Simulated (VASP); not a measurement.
Cl2: single point with PBE+D3(BJ)

Cl2, in a box:

```
Cl
1.0
     7.17414    0.00000    0.00000
     0.00000    5.07288    0.00000
     0.00000    0.00000   23.38061
Cl
2
Direct
  0.49745 0.00000 0.67582
  0.00254 0.99999 0.67583
```

```
Program             : VASP 6.6.1
Task                : single point
Functional          : PBE
Dispersion          : D3(BJ)
Potentials or basis : VASP PAW PBE potentials, release 64 (Cl)
Cutoff              : 400 eV
k mesh              : 2 × 3 × 1
Occupations         : gaussian, width 0.05 eV
Spin                : no spin polarisation
```

```yaml
Largest_force: 0.053 eV/Å
Gap_between_the_frontier_levels: zero (bands 7 and 8 overlap by 0.16 eV)
Dispersion_energy_per_atom: -0.025 eV
```

Forces in eV/Å, atoms in the order of the input:
```
Cl  -0.053  0.000  0.000
Cl   0.053  0.000  0.000
```

Levels at points of the mesh, in eV from the Fermi level:
```tsv
k point	band 3	band 4	band 5	band 6	band 7	band 8	band 9	band 10	band 11	band 12
(0.00, 0.00, 0.00)	-0.97	-0.25	-0.17	-0.01	0.05	0.40	7.42	8.46	8.65	9.30
(0.50, 0.00, 0.00)	-0.38	-0.30	-0.14	-0.12	-0.07	-0.05	8.26	8.26	9.09	9.10
```

Run time: 2.1 min on 1 thread of Intel Xeon 8259CL (shared host), peak memory 0.55 GiB.

Caveat: the k points lie up to 0.44 Å⁻¹ apart.
